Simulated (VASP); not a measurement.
Write the native input for VASP 6.6.1 that does the following.

* Task: single point
* Functional: r2SCAN
* Potentials or basis: VASP PAW PBE potentials, release 64 (Te, Sn_d)
* Cutoff: 520 eV
* k mesh: 7 × 7 × 7
* Occupations: fermi-dirac, width 0.05 eV
* Spin: non-collinear spin, zero start, spin-orbit coupling
* Starting moments: [[0.0, 0.0, 0.0], [0.0, 0.0, 0.0]] μB
* Dipole correction: no
* Further INCAR settings: ALGO = Normal; EDIFF = 1e-06; NBANDS = 32

Crystal: SnTe.

```
Te Sn
1.0
     0.00000    3.15085    3.15085
     3.15085    0.00000    3.15085
     3.15085    3.15085    0.00000
Te Sn
1 1
Direct
  0.50000 0.50000 0.50000
  0.00000 0.00000 0.00000
```

These files were run (other wordings do the same):

POSCAR

```
SnTe
1.0
    0.0000000000      3.1508500000      3.1508500000
    3.1508500000      0.0000000000      3.1508500000
    3.1508500000      3.1508500000      0.0000000000
Te Sn
1 1
Direct
    0.5000000000      0.5000000000      0.5000000000
    0.0000000000      0.0000000000      0.0000000000
```

INCAR.step1

```
SYSTEM = SnTe
PREC     = Accurate       ! precision mode
ENCUT    = 520            ! plane-wave cutoff, eV
ISMEAR   = -1             ! smearing method
SIGMA    = 0.05           ! smearing width, eV
LREAL    = .FALSE.        ! projectors in reciprocal space
LASPH    = .TRUE.         ! aspherical terms in the spheres
NELM     = 150            ! most SCF steps
LNONCOLLINEAR= .TRUE.         ! non-collinear magnetism
MAGMOM   = 0 0 0 0 0 0    ! initial moments
LSORBIT  = .TRUE.         ! spin-orbit coupling
GGA_COMPAT= .FALSE.      
NBANDS   = 32             ! bands
GGA      = PE             ! functional
ALGO     = Normal         ! electronic algorithm
EDIFF    = 1E-4           ! SCF threshold, eV
LWAVE    = .TRUE.         ! write WAVECAR
LCHARG   = .FALSE.        ! write CHGCAR
```

INCAR.step2

```
SYSTEM = SnTe
PREC     = Accurate       ! precision mode
ENCUT    = 520            ! plane-wave cutoff, eV
EDIFF    = 1E-6           ! SCF threshold, eV
ISMEAR   = -1             ! smearing method
SIGMA    = 0.05           ! smearing width, eV
LREAL    = .FALSE.        ! projectors in reciprocal space
LASPH    = .TRUE.         ! aspherical terms in the spheres
NELM     = 150            ! most SCF steps
ALGO     = Normal         ! electronic algorithm
ISIF     = 2              ! what is computed and relaxed
LWAVE    = .FALSE.        ! write WAVECAR
LCHARG   = .FALSE.        ! write CHGCAR
LNONCOLLINEAR= .TRUE.         ! non-collinear magnetism
MAGMOM   = 0 0 0 0 0 0    ! initial moments
LORBIT   = 11             ! projections on sites
LSORBIT  = .TRUE.         ! spin-orbit coupling
GGA_COMPAT= .FALSE.      
LORBMOM  = .TRUE.       
METAGGA  = R2SCAN         ! meta-GGA
LMIXTAU  = .TRUE.       
NBANDS   = 32             ! bands
ISTART   = 1
```

KPOINTS

```
Automatic mesh
0
G
  7 7 7
  0 0 0
```

Potentials or basis: VASP PAW PBE potentials, release 64 (Te, Sn_d).

Command:

```sh
$ cat potpaw_PBE.64/Te/POTCAR potpaw_PBE.64/Sn_d/POTCAR > POTCAR
$ cp INCAR.step1 INCAR
$ mpirun -np 1 vasp_ncl > vasp.out
$ cp INCAR.step2 INCAR
$ mpirun -np 1 vasp_ncl > vasp.out
```

It gave:

The pressure is 1.5 GPa. The net moment is 0.00 μB per cell and the valence electrons inside the program's atomic spheres are Te 3.42; Sn 12.09.

Caveat: the PAW data sets were made with another functional, which shifts forces and pressure a little.

Run time: 11 min on 1 thread of Intel(R) Xeon(R) Platinum 8375C CPU @ 2.90GHz (Ice Lake), on a shared host, peak memory 0.46 GiB.
